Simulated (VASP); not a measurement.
# Ni (Fm-3m) in VASP: single point with PBE

Aim: the single point of Ni with PBE.

All numbers are computed with VASP 6.6.1; they aren't measurements. Logs are shortened: lines on timing, memory, paths and dates and some standing lists are left out, and cuts for length are marked.

## (1) The cell of the first run

Symmetry: Fm-3m, No. 225, cubic system. The conventional cell has a = 3.563 Å, b = 3.563 Å, c = 3.563 Å, α = 90.00°, β = 90.00°, γ = 90.00°. Ni (site symmetry m-3m) has 12 Ni at 2.52 Å within 3.3 Å.

## (2) Single point, PBE, collinear spin, ferromagnetic start

INCAR reads:

```
SYSTEM = Ni
PREC = Accurate ; ENCUT = 520
EDIFF = 1E-6 ; ISMEAR = -1
SIGMA = 0.1 ; LREAL = .False.
LASPH = .True. ; NELM = 150
ALGO = Normal ; ISIF = 2
LWAVE = .False. ; LCHARG = .True.
ISPIN = 2 ; MAGMOM = 2 2
LORBIT = 11 ; LMAXMIX = 4
GGA = PE ; LELF = .True.
LVHAR = .True. ; NBANDS = 21
ISYM = 0
```

KPOINTS reads:

```
Automatic mesh
0
Gamma
  13 13 7
  0 0 0
```

POSCAR reads:

```
Ni
1.0
    0.0000000000      1.7815000000      1.7815000000
    1.7815000000      0.0000000000      1.7815000000
    3.5630000000      3.5630000000      0.0000000000
Ni
2
Direct
    0.0000000000      0.0000000000      0.0000000000
    0.0000000000      0.0000000000      0.5000000000
```

Potentials or basis: VASP PAW PBE potentials, release 64 (Ni).

Started as:

```console
$ cat potpaw_PBE.64/Ni/POTCAR > POTCAR
$ mpirun -np 1 vasp_std > vasp.out
```

OUTCAR:

```text
SYSTEM = Ni
   PREC = Accurate
   ENCUT = 520
   EDIFF = 1E-6
   ISMEAR = -1
   LREAL = .False.
   LASPH = .True.
   NELM = 150
   ISIF = 2
   ISPIN = 2
   LORBIT = 11
   GGA = PE
   ISYM = 0

 ion  position               nearest neighbor table
   1  0.000  0.000  0.000-   2 2.52   2 2.52   2 2.52   2 2.52   2 2.52   2 2.52
   2  0.000  0.000  0.500-   1 2.52   1 2.52   1 2.52   1 2.52   1 2.52   1 2.52

IMPORTANT INFORMATION: All symmetrisations will be switched off!
NOSYMM: (Re-)initialisation of all symmetry stuff for point group C_1.

----------------------------------------------------------------------------------------

                                     Primitive cell

  volume of cell :      22.6161

  direct lattice vectors                    reciprocal lattice vectors
     0.000000000  1.781500000  1.781500000    -0.280662363  0.280662363  0.280662363
     1.781500000  0.000000000  1.781500000     0.280662363 -0.280662363  0.280662363
     3.563000000  3.563000000  0.000000000     0.140331182  0.140331182 -0.140331182

  length of vectors
     2.519421461  2.519421461  5.038842923     0.486121473  0.486121473  0.243060736

  position of ions in fractional coordinates (direct lattice)
     0.000000000  0.000000000  0.000000000
     0.000000000  0.000000000  0.500000000

  ion indices of the primitive-cell ions
   primitive index   ion index
                 1           1
                 2           2

----------------------------------------------------------------------------------------

 KPOINTS: Automatic mesh

Automatic generation of k-mesh.
 Grid dimensions read from file:
 generate k-points for:   13   13    7

 Generating k-lattice:

  Cartesian coordinates                     Fractional coordinates (reciprocal lattice)
    -0.021589413  0.021589413  0.021589413     0.076923077  0.000000000  0.000000000
     0.021589413 -0.021589413  0.021589413     0.000000000  0.076923077  0.000000000
     0.020047312  0.020047312 -0.020047312     0.000000000  0.000000000  0.142857143

  Length of vectors
     0.037393959  0.037393959  0.034722962

  Shift w.r.t. Gamma in fractional coordinates (k-lattice)
     0.000000000  0.000000000  0.000000000

 -----------------------------------------------------------------------------
|                                                                             |
|           W    W    AA    RRRRR   N    N  II  N    N   GGGG   !!!           |
|           W    W   A  A   R    R  NN   N  II  NN   N  G    G  !!!           |
|           W    W  A    A  R    R  N N  N  II  N N  N  G       !!!           |
|           W WW W  AAAAAA  RRRRR   N  N N  II  N  N N  G  GGG   !            |
|           WW  WW  A    A  R   R   N   NN  II  N   NN  G    G                |
|           W    W  A    A  R    R  N    N  II  N    N   GGGG   !!!           |
[... 91 lines left out ...]
   AEXX    =    0.0000 exact exchange contribution
   IVDW    =     0    specifies the selected vdW correction
   LEPSILON=     F    determine dielectric tensor
   LRPA    =     F    only Hartree local field effects (RPA)
 spin polarized calculation
  energy-cutoff  :      520.00
  volume of cell :       22.62
 maximum number of plane-waves:       621
   NGX =  9   NGY =  9   NGZ = 19

 number of electron      20.0000006 magnetization       1.2335533

 Free energy of the ion-electron system (eV)
  ---------------------------------------------------
  ext. energy  EPLUGINS =         0.00000000
  ---------------------------------------------------
  free energy    TOTEN  =       -10.98062251 eV

  energy without entropy =      -10.86949256  energy(sigma->0) =      -10.92505754

 E-fermi :   8.8318     XC(G=0): -13.0293

 val. band max:        8.8309414921   @ k =  -0.0769  -0.0769   0.2857
 cond. band min:       8.8323668134   @ k =   0.0000   0.3846   0.4286
 fundamental gap:      0.0014253213
 Fermi energy:         8.8317830602

 spin component 1

 k-point     1 :       0.0000    0.0000    0.0000
  band No.  band energies     occupation
      1       0.0957      1.00000
      2       4.2208      1.00000
      3       6.5174      1.00000
      4       6.5179      1.00000
      5       6.5184      1.00000
      6       6.5313      1.00000
[... 565 lines left out ...]
     20      34.3292      0.00000
     21      36.2867      0.00000

 [... further k-points ...]

 spin component 2

 k-point     1 :       0.0000    0.0000    0.0000
  band No.  band energies     occupation
      1       0.0603      1.00000
      2       4.6422      1.00000
      3       7.1447      1.00000
      4       7.1450      1.00000
      5       7.2482      1.00000
      6       7.2488      1.00000
[... 565 lines left out ...]
     20      34.3351      0.00000
     21      36.4767      0.00000

 [... further k-points ...]

------------------------ aborting loop because EDIFF is reached ----------------------------------------

  FORCE on cell =-STRESS in cart. coord.  units (eV):
  Direction    XX          YY          ZZ          XY          YZ          ZX
  --------------------------------------------------------------------------------------
  -------------------------------------------------------------------------------------
  Total       -0.9283025     -0.9283024     -0.9353189      0.0094124     -0.0016425     -0.0016409
  in kB      -65.7631519    -65.7631436    -66.2602111      0.6667984     -0.1163592     -0.1162431
  external PRESSURE =     -65.9288355 kB  Pullay stress =       0.0000000 kB

 VOLUME and BASIS-vectors are now :
 -----------------------------------------------------------------------------
  energy-cutoff  :      520.00
  volume of cell :       22.62
      direct lattice vectors                 reciprocal lattice vectors
     0.000000000  1.781500000  1.781500000    -0.280662363  0.280662363  0.280662363
     1.781500000  0.000000000  1.781500000     0.280662363 -0.280662363  0.280662363
     3.563000000  3.563000000  0.000000000     0.140331182  0.140331182 -0.140331182

 POSITION                                       TOTAL-FORCE (eV/Angst)
 -----------------------------------------------------------------------------------
      0.00000      0.00000      0.00000         0.000000      0.000000     -0.000000
      1.78150      1.78150      0.00000        -0.000000     -0.000000      0.000000
 -----------------------------------------------------------------------------------
    total drift:                                0.000001      0.000000      0.000000

  FREE ENERGIE OF THE ION-ELECTRON SYSTEM (eV)
  ---------------------------------------------------
  free  energy   TOTEN  =       -10.9806225113 eV

  energy  without entropy=      -10.8694925641  energy(sigma->0) =      -10.92505754

 total charge

# of ion       s       p       d       tot
------------------------------------------
    1        0.481   0.465   8.298   9.244
    2        0.481   0.465   8.299   9.244
--------------------------------------------------
tot          0.962   0.929  16.597  18.488

 magnetization (x)

# of ion       s       p       d       tot
------------------------------------------
    1       -0.006  -0.024   0.662   0.632
    2       -0.006  -0.024   0.662   0.632
--------------------------------------------------
tot         -0.013  -0.047   1.323   1.263
```

OSZICAR:

```text
N       E                     dE             d eps       ncg     rms          rms(c)
DAV:   1     0.978365755738E+02    0.97837E+02   -0.88345E+03 54054   0.134E+03
DAV:   2    -0.677239764191E+01   -0.10461E+03   -0.96107E+02 51033   0.233E+02
DAV:   3    -0.126058524374E+02   -0.58335E+01   -0.56404E+01 56773   0.637E+01
DAV:   4    -0.126837426477E+02   -0.77890E-01   -0.77824E-01 56769   0.683E+00
DAV:   5    -0.126861258258E+02   -0.23832E-02   -0.23830E-02 56744   0.118E+00    0.152E+01
DAV:   6    -0.117823362483E+02    0.90379E+00   -0.86539E+00 58466   0.602E+01    0.972E+00
DAV:   7    -0.110070768980E+02    0.77526E+00   -0.19334E+00 58043   0.256E+01    0.235E+00
DAV:   8    -0.109876390333E+02    0.19438E-01   -0.13969E-02 67627   0.128E+00    0.125E+00
DAV:   9    -0.109839393573E+02    0.36997E-02   -0.72068E-03 75757   0.155E+00    0.754E-01
DAV:  10    -0.109842062378E+02   -0.26688E-03   -0.28745E-02 66468   0.306E+00    0.864E-01
DAV:  11    -0.109805896423E+02    0.36166E-02   -0.94353E-03 68445   0.181E+00    0.820E-02
DAV:  12    -0.109806283391E+02   -0.38697E-04   -0.14971E-04 59392   0.115E-01    0.263E-02
DAV:  13    -0.109806225772E+02    0.57619E-05   -0.30460E-06 64753   0.257E-02    0.196E-02
DAV:  14    -0.109806225113E+02    0.65956E-07   -0.20012E-06 46423   0.143E-02
   1 F= -.10980623E+02 E0= -.10925058E+02  d E =-.111130E+00  mag=     1.2339
```

stdout:

```text
POSCAR found type information on POSCAR Ni
 POSCAR found :  1 types and       2 ions
 scaLAPACK will be used
 LDA part: xc-table for (Slater+PW92), standard interpolation
 -----------------------------------------------------------------------------
|                                                                             |
|           W    W    AA    RRRRR   N    N  II  N    N   GGGG   !!!           |
|           W    W   A  A   R    R  NN   N  II  NN   N  G    G  !!!           |
|           W    W  A    A  R    R  N N  N  II  N N  N  G       !!!           |
|           W WW W  AAAAAA  RRRRR   N  N N  II  N  N N  G  GGG   !            |
|           WW  WW  A    A  R   R   N   NN  II  N   NN  G    G                |
|           W    W  A    A  R    R  N    N  II  N    N   GGGG   !!!           |
|                                                                             |
|     Your reciprocal lattice and k-lattice belong to different lattice       |
|     classes:                                                                |
|                                                                             |
|        The reciprocal lattice is rhombohedral (trigonal),                   |
|        whereas your k-lattice is base-centered monoclinic.                  |
|                                                                             |
|     Results are often still useful ...                                      |
|                                                                             |
 -----------------------------------------------------------------------------

 POSCAR, INCAR and KPOINTS ok, starting setup
 FFT: planning ... GRIDC
 FFT: planning ... GRID_SOFT
 FFT: planning ... GRID
 WAVECAR not read
 entering main loop
```

It took 4.2 min on 1 thread of Intel Xeon 6975P-C (Granite Rapids), shared host; peak memory 0.46 GiB.

Results:

* Free energy: -10.9806 eV
* Pressure: -6.6 GPa
* Net moment: 1.23 μB per cell
* Site moments: Ni +0.63 μB
* Valence electrons inside the program's atomic spheres: Ni 9.24

Caveat: the cell stands under tension.
